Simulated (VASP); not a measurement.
Runs of VASP 6.6.1 on Al2O3. The structure is that of space group P-4m2 (No. 115), or close to it. The cells are those of the table. The cell was built from a structure type or drawn by symmetry, and may not be a known phase.

```tsv
task	cell	k mesh	cutoff (eV)	smearing	gap on the mesh (eV)	pressure (GPa)	largest force (eV/Å)
relaxation of cell and atoms	relaxed from a = 2.799, b = 2.799, c = 6.260 Å, 5 atoms	10 × 10 × 6	600	gaussian 0.02 eV	(a)	0.0	-
single point	a = 2.800, b = 2.800, c = 6.252 Å, 5 atoms	4 × 4 × 6	520	gaussian 0.1 eV	2.09	0.1	0.02
relaxation of cell and atoms	relaxed from a = 2.800, b = 2.800, c = 6.252 Å, 5 atoms	6 × 6 × 4	600	gaussian 0.1 eV	2.10	-0.2	0.02
single point	a = 2.798, b = 2.798, c = 6.261 Å, 5 atoms	10 × 10 × 6	520	gaussian 0.02 eV	2.08	0.0	0.02
single point	a = 2.799, b = 2.799, c = 6.260 Å, 5 atoms	6 × 6 × 4	520	gaussian 0.1 eV	2.08	0.0	0.03
```

Alike in all rows: level PBE; potentials or basis VASP PAW PBE potentials, release 64 (Al, O); no spin polarisation.

Task: Estimate the missing entries.

Result: (a) 2.11.

Caveats: some runs use coarse meshes; the relaxation stopped at its first step, so nothing moved (at least some runs).

A k mesh can miss the band edges.
